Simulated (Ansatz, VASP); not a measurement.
## Two plane-wave programs on Si2C3

```xyz
5
Lattice="3.0620 0.0000 0.0000 -1.5310 2.6518 0.0000 0.0000 0.0000 6.2323" Properties=species:S:1:pos:R:3 pbc="T T T"
Si    0.0000    1.7679    1.4725
Si    1.5310    0.8839    4.7598
C     1.5310    0.8839    2.0365
C     0.0000    1.7679    4.1958
C     0.0000    0.0000    0.0000
```

Alike in both runs: functional PBE; k mesh 6 × 6 × 3; occupations gaussian, width 0.2 eV; no spin polarisation.

Ansatz relaxed the structure, and its values are those at the end. VASP's run is a single point on that final structure, the one shown.

|  | VASP | Ansatz |
| --- | --- | --- |
| version | VASP 6.6.1 | Ansatz 0.2.0 |
| potentials or method | VASP PAW PBE potentials, release 64 (Si, C), cutoff 600 eV | scalar-relativistic, plane waves, PAW |
| valence electrons in the cell | 20 | 20 |

VASP gave:

| Item | Value |
| --- | --- |
| gap on the k mesh at the Fermi level (eV) | none |
| pressure (GPa) | -0.6 |
| rms of the force components (eV/Å) | 0.016 |

Question: Which values does Ansatz return?

Answer: gap on the k mesh at the Fermi level (eV): none; pressure (GPa): -0.5; rms of the force components (eV/Å): 0.010.

A gap of «none» marks a metal or a gap that the smearing closes.

The k mesh is coarse, so the values compare programs but aren't converged.
